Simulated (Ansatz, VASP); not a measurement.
## Two plane-wave programs on Al3Ni5

Contents of INCAR:

```
SYSTEM = Al3Ni5
  PREC = Accurate
  ENCUT = 520
  EDIFF = 1E-6
  ISMEAR = 0
  SIGMA = 0.15
  LREAL = .False.
  LASPH = .True.
  NELM = 80
  ALGO = Fast
  ISIF = 2
  LWAVE = .False.
  LCHARG = .False.
  GGA = PS
  NBANDS = 40
```

The input KPOINTS:

```
Automatic mesh
0
Gamma
  8 8 10
  0 0 0
```

POSCAR

```
Al3Ni5
1.0
    3.2933322760     -3.6919375971      0.0000000000
    3.2933322760      3.6919375971      0.0000000000
    0.0000000000      0.0000000000      3.7203545651
Al Ni
3 5
Direct
    0.5000000000      0.5000000000     -0.1343957925
    0.7796888787      0.2203111213      0.3656042075
    0.2203111213      0.7796888787      0.3656042075
    0.0000000000      0.0000000000      0.0000000000
    0.0000000000      0.5000000000      0.0000000000
    0.5000000000      0.0000000000      0.0000000000
    0.2762373066      0.2762373066      0.5000000000
    0.7237626934      0.7237626934      0.5000000000
```

Input for Ansatz:

```yaml
crystal:
  lattice:
    - [3.293332276, -3.6919375971, 0.0]
    - [3.293332276, 3.6919375971, 0.0]
    - [0.0, 0.0, 3.7203545651]
  atoms:
    - { symbol: Al, position: [0.5, 0.5, -0.1343957925] }
    - { symbol: Al, position: [0.7796888787, 0.2203111213, 0.3656042075] }
    - { symbol: Al, position: [0.2203111213, 0.7796888787, 0.3656042075] }
    - { symbol: Ni, position: [0.0, 0.0, 0.0] }
    - { symbol: Ni, position: [0.0, 0.5, 0.0] }
    - { symbol: Ni, position: [0.5, 0.0, 0.0] }
    - { symbol: Ni, position: [0.2762373066, 0.2762373066, 0.5] }
    - { symbol: Ni, position: [0.7237626934, 0.7237626934, 0.5] }
basis:
  ecutwfc: 420
kpoints:
  mp_grid: { grid: [8, 8, 10] }
hamiltonian:
  xc: pbesol
scf:
  occupations: { method: gaussian, width: 0.15 }
output:
  forces: true
  stress: true
  eigenvalues: true
```

Change from the starting cell: all Al atoms moved -0.500 Å, as atom 1 along Cartesian [0 0 1].

Alike in both runs: task single point; functional PBEsol; k mesh 8 × 8 × 10; occupations gaussian, width 0.15 eV; no spin polarisation.

|  | VASP | Ansatz |
| --- | --- | --- |
| version | VASP 6.6.1 | Ansatz 0.2.0 |
| potentials or method | VASP PAW PBE potentials, release 64 (Al, Ni), cutoff 520 eV | scalar-relativistic, plane waves, PAW |
| valence electrons in the cell | 59 | 99 |

```csv
,VASP,Ansatz,Ansatz less VASP
gap on the k mesh at the Fermi level (eV),none,none,-
pressure (GPa),16.7,16.4,-0.30
"traceless stress, the component that is largest in VASP (GPa)",-10.81,-10.77,+0.031
rms of the force components (eV/Å),2.441,2.424,-0.0175
```

VASP's potentials were made for PBE, not for PBEsol. Atom by atom the forces differ by 0.019 eV/Å (rms over components). A gap of «none» marks a metal or a gap that the smearing closes. VASP's potentials hold 59 valence electrons a cell and Ansatz's 99, so a difference there can come from the potentials and not from the codes.
